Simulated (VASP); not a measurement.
# Al in VASP: settings compared, part 2 of 2

VASP 6.6.1.

### 6 Single point, PBE (volume scaled by 0.94)

INCAR

```
PREC     = Accurate       # precision mode
ENCUT    = 520            # plane-wave cutoff, eV
EDIFF    = 1E-6           # SCF threshold, eV
ISMEAR   = 0              # smearing method
SIGMA    = 0.1            # smearing width, eV
LREAL    = F              # projectors in reciprocal space
LASPH    = T              # aspherical terms in the spheres
NELM     = 100            # most SCF steps
ALGO     = Fast           # electronic algorithm
ISIF     = 2              # what is computed and relaxed
LWAVE    = F              # write WAVECAR
LCHARG   = F              # write CHGCAR
GGA      = PE             # functional
NBANDS   = 8              # bands
```

KPOINTS

```
Automatic mesh
0
Gamma
  18 18 18
```

POSCAR

```
Al
1.0
   -1.5844905439      1.5844905439      1.5844905439
    1.5844905439     -1.5844905439      1.5844905439
    1.5844905439      1.5844905439     -1.5844905439
Al
1
Direct
    0.0000000000      0.0000000000      0.0000000000
```

Potentials or basis: VASP PAW PBE potentials, release 64 (Al).

Run with:

```sh
$ cat potpaw_PBE.64/Al/POTCAR > POTCAR
$ mpirun -np 1 vasp_std > vasp.out
```

OUTCAR:

```text
PREC = Accurate
   ENCUT = 520
   EDIFF = 1E-6
   ISMEAR = 0
   LREAL = F
   LASPH = T
   NELM = 100
   ISIF = 2
   GGA = PE

 ion  position               nearest neighbor table
   1  0.000  0.000  0.000-

  LATTYP: Found a body centered cubic cell.
 ALAT       =     3.1689810878

  Lattice vectors:

 A1 = (  -1.5844905439,   1.5844905439,   1.5844905439)
 A2 = (   1.5844905439,  -1.5844905439,   1.5844905439)
 A3 = (   1.5844905439,   1.5844905439,  -1.5844905439)

Analysis of symmetry for initial positions (statically):
=====================================================================
 Subroutine PRICEL returns:
 Original cell was already a primitive cell.

 Routine SETGRP: Setting up the symmetry group for a
 body centered cubic supercell.

 Subroutine GETGRP returns: Found 48 space group operations
 (whereof 48 operations were pure point group operations)
 out of a pool of 48 trial point group operations.

The static configuration has the point symmetry O_h .

Analysis of symmetry for dynamics (positions and initial velocities):
=====================================================================
 Subroutine PRICEL returns:
 Original cell was already a primitive cell.

 Routine SETGRP: Setting up the symmetry group for a
 body centered cubic supercell.

 Subroutine GETGRP returns: Found 48 space group operations
 (whereof 48 operations were pure point group operations)
 out of a pool of 48 trial point group operations.

The dynamic configuration has the point symmetry O_h .

 Subroutine INISYM returns: Found 48 space group operations
 (whereof 48 operations are pure point group operations),
 and found     1 'primitive' translations

----------------------------------------------------------------------------------------

                                     Primitive cell

  volume of cell :      15.9122

  direct lattice vectors                    reciprocal lattice vectors
    -1.584490544  1.584490544  1.584490544     0.000000000  0.315558841  0.315558841
     1.584490544 -1.584490544  1.584490544     0.315558841  0.000000000  0.315558841
     1.584490544  1.584490544 -1.584490544     0.315558841  0.315558841  0.000000000

  length of vectors
     2.744418126  2.744418126  2.744418126     0.446267593  0.446267593  0.446267593

  position of ions in fractional coordinates (direct lattice)
     0.000000000  0.000000000  0.000000000

  ion indices of the primitive-cell ions
   primitive index   ion index
                 1           1

----------------------------------------------------------------------------------------

 KPOINTS: Automatic mesh

Automatic generation of k-mesh.
 Grid dimensions read from file:
 generate k-points for:   18   18   18

 Generating k-lattice:

  Cartesian coordinates                     Fractional coordinates (reciprocal lattice)
     0.000000000  0.017531047  0.017531047     0.055555556  0.000000000  0.000000000
     0.017531047  0.000000000  0.017531047     0.000000000  0.055555556  0.000000000
     0.017531047  0.017531047  0.000000000     0.000000000  0.000000000  0.055555556

  Length of vectors
     0.024792644  0.024792644  0.024792644

  Shift w.r.t. Gamma in fractional coordinates (k-lattice)
     0.000000000  0.000000000  0.000000000

 Subroutine IBZKPT returns following result:
 ===========================================

 Found    195 irreducible k-points:

 Following reciprocal coordinates:
            Coordinates               Weight
  0.000000  0.000000  0.000000      1.000000
  0.055556  0.000000  0.000000     12.000000
  0.111111  0.000000  0.000000     12.000000
  0.166667  0.000000  0.000000     12.000000
  0.222222  0.000000  0.000000     12.000000
  0.277778  0.000000  0.000000     12.000000
[... 16 lines left out ...]
  0.333333  0.111111  0.000000     48.000000
  0.388889  0.111111  0.000000     48.000000
 [... further k-points ...]
   k-points           NKPTS =    195   k-points in BZ     NKDIM =    195   number of bands    NBANDS=      8
   number of dos      NEDOS =    301   number of ions     NIONS =      1
   total plane-waves  NPLWV =   8000
   dimension x,y,z NGX =    20 NGY =   20 NGZ =   20
   dimension x,y,z NGXF=    40 NGYF=   40 NGZF=   40
   ions per type =               1
   NGX,Y,Z   is equivalent  to a cutoff of  12.12, 12.12, 12.12 a.u.
   NGXF,Y,Z  is equivalent  to a cutoff of  24.23, 24.23, 24.23 a.u.
 SYSTEM =  unknown system
   PREC   = accura    normal or accurate (medium, high low for compatibility)
   ISTART =      0    job   : 0-new  1-cont  2-samecut
   ICHARG =      2    charge: 1-file 2-atom 10-const
   ISPIN  =      1    spin polarized calculation?
   LNONCOLLINEAR =      F non collinear calculations
   LSORBIT =      F    spin-orbit coupling
   LASPH  =      T    aspherical Exc in radial PAW
   ENCUT  =  520.0 eV  38.22 Ry    6.18 a.u.   5.10  5.10  5.10*2*pi/ulx,y,z
   NELM   =    100;   NELMIN=  2; NELMDL= -5     # of ELM steps
   EDIFF  = 0.1E-05   stopping-criterion for ELM
   LREAL  =      F    real-space projection
   EDIFFG = 0.1E-04   stopping-criterion for IOM
   NSW    =      0    number of steps for IOM
   IBRION =     -1    ionic relax: 0-MD 1-quasi-New 2-CG
   NFREE  =      0    steps in history (QN), initial steepest desc. (CG)
   ISIF   =      2    stress and relaxation
   ISYM   =      2    0-nonsym 1-usesym 2-fastsym
   POTIM  = 0.5000    time-step for ionic-motion
   TEBEG  =    0.0;   TEEND  =   0.0 temperature during run
   PSTRESS=    0.0 pullay stress
   NELECT =       3.0000    total number of electrons
   NUPDOWN=      -1.0000    fix difference up-down
   EMIN   =  10.00;   EMAX   =-10.00  energy-range for DOS
   EFERMI =   0.00;   METHOD = LEGACY
   ISMEAR =     0;   SIGMA  =   0.10  broadening in eV -4-tet -1-fermi 0-gaus
   EFERMI_NEDOS =   21; number of points for ismear=-14 and -15
   IALGO  =     68    algorithm
   IMIX   =      4    mixing-type and parameters
     AMIX     =   0.40;   BMIX     =  1.00
     AMIX_MAG =   1.60;   BMIX_MAG =  1.00
  volume/ion in A,a.u.               =      15.91       107.38
  Fermi-wavevector in a.u.,A,eV,Ry     =   0.938726  1.773935 11.989547  0.881207
  Thomas-Fermi vector in A             =   2.065967
   LORBIT       =      0    0 simple, 1 ext, 2 COOP (PROOUT), +10 PAW based schemes
   GGA     = PE    functional components
   LHFCALC =     F    Hartree Fock is set to
   AEXX    =    0.0000 exact exchange contribution
   IVDW    =     0    specifies the selected vdW correction
   LEPSILON=     F    determine dielectric tensor
   LRPA    =     F    only Hartree local field effects (RPA)
 non-spin polarized calculation
 RMM-DIIS sequential band-by-band and
 Gauss-broadening in eV      SIGMA  =   0.10
  energy-cutoff  :      520.00
  volume of cell :       15.91
 maximum number of plane-waves:       444
   NGX = 11   NGY = 11   NGZ = 11

 number of electron       3.0000000 magnetization

 Free energy of the ion-electron system (eV)
  ---------------------------------------------------
  ext. energy  EPLUGINS =         0.00000000
  ---------------------------------------------------
  free energy    TOTEN  =        -3.63787956 eV

  energy without entropy =       -3.63580446  energy(sigma->0) =       -3.63684201

 E-fermi :   8.4113     XC(G=0): -10.3334

 val. band max:        8.4097985186   @ k =  -0.3889   0.3889   0.1667
 cond. band min:       8.4448125132   @ k =  -0.3889  -0.4444   0.2222
 fundamental gap:      0.0350139946
 Fermi energy:         8.4112912434

 k-point     1 :       0.0000    0.0000    0.0000
  band No.  band energies     occupation
      1      -2.9987      2.00000
      2      21.8795      0.00000
      3      21.8795      0.00000
      4      21.8795      0.00000
      5      23.6329      0.00000
      6      23.6329      0.00000
      7      23.6329      0.00000
      8      24.9911      0.00000

 k-point     2 :       0.0556    0.0000    0.0000
  band No.  band energies     occupation
      1      -2.9077      2.00000
      2      20.7485      0.00000
      3      21.2442      0.00000
      4      21.4958      0.00000
      5      23.1821      0.00000
      6      24.0527      0.00000
      7      24.1855      0.00000
      8      24.4194      0.00000
[... 221 lines left out ...]
 k-point    23 :       0.3333    0.1111    0.0000
  band No.  band energies     occupation
      1       1.6545      2.00000
      2       7.9124      2.00000
      3      13.8924      0.00000
      4      16.8671      0.00000
      5      20.3666      0.00000
      6      23.0551      0.00000
      7      26.4893      0.00000
      8      30.3228      0.00000

 k-point    24 :       0.3889    0.1111    0.0000
  band No.  band energies     occupation
      1       2.9604      2.00000
      2       6.1328      2.00000
      3      13.6454      0.00000
      4      16.6364      0.00000
      5      20.1309      0.00000
      6      22.9100      0.00000
      7      27.4620      0.00000
      8      29.9863      0.00000

 [... further k-points ...]
[... 5 lines left out ...]
  --------------------------------------------------------------------------------------
  -------------------------------------------------------------------------------------
  Total        0.4901362      0.4901362      0.4901362      0.0000000      0.0000000      0.0000000
  in kB       49.3512811     49.3512811     49.3512811      0.0000000      0.0000000      0.0000000
  external PRESSURE =      49.3512811 kB  Pullay stress =       0.0000000 kB

 VOLUME and BASIS-vectors are now :
 -----------------------------------------------------------------------------
  energy-cutoff  :      520.00
  volume of cell :       15.91
      direct lattice vectors                 reciprocal lattice vectors
    -1.584490544  1.584490544  1.584490544     0.000000000  0.315558841  0.315558841
     1.584490544 -1.584490544  1.584490544     0.315558841  0.000000000  0.315558841
     1.584490544  1.584490544 -1.584490544     0.315558841  0.315558841  0.000000000

 POSITION                                       TOTAL-FORCE (eV/Angst)
 -----------------------------------------------------------------------------------
      0.00000      0.00000      0.00000        -0.000000      0.000000     -0.000000
 -----------------------------------------------------------------------------------
    total drift:                                0.000000      0.000000     -0.000000

  FREE ENERGIE OF THE ION-ELECTRON SYSTEM (eV)
  ---------------------------------------------------
  free  energy   TOTEN  =        -3.6378795612 eV

  energy  without entropy=       -3.6358044559  energy(sigma->0) =       -3.63684201
```

It took 6.7 s on 1 thread of Intel Xeon 6975P-C, shared host; peak memory 0.13 GiB.

What came out:

- Free energy: -3.6379 eV
- Pressure: 4.9 GPa

### 7 Summary

| level | cell | k mesh | gap on the mesh (eV) | pressure (GPa) |
| --- | --- | --- | --- | --- |
| r2SCAN | a = 2.723 Å, angles 109.5°, 1 atom | 18 × 18 × 18 | none | 3.4 |
| PBE | a = 2.762, b = 2.741, c = 2.750 Å, angles 109.1, 109.7, 109.3°, 1 atom | 16 × 16 × 16 | none | 3.9 |
| PBE | a = 2.685 Å, angles 109.5°, 1 atom | 18 × 18 × 18 | none | 11.6 |
| PBE | a = 2.715 Å, angles 109.5°, 1 atom | 18 × 18 × 18 | none | 8.0 |
| PBE | a = 2.744 Å, angles 109.5°, 1 atom | 18 × 18 × 18 | none | 4.9 |

Alike in all rows: task single point; potentials or basis VASP PAW PBE potentials, release 64 (Al); no spin polarisation; cutoff (eV) 520; smearing gaussian 0.1 eV.

Caveats: the PAW data sets were made with another functional, which shifts forces and pressure a little (some runs).

Total energies depend on the potentials used, so only differences within one code and one set of settings carry meaning.
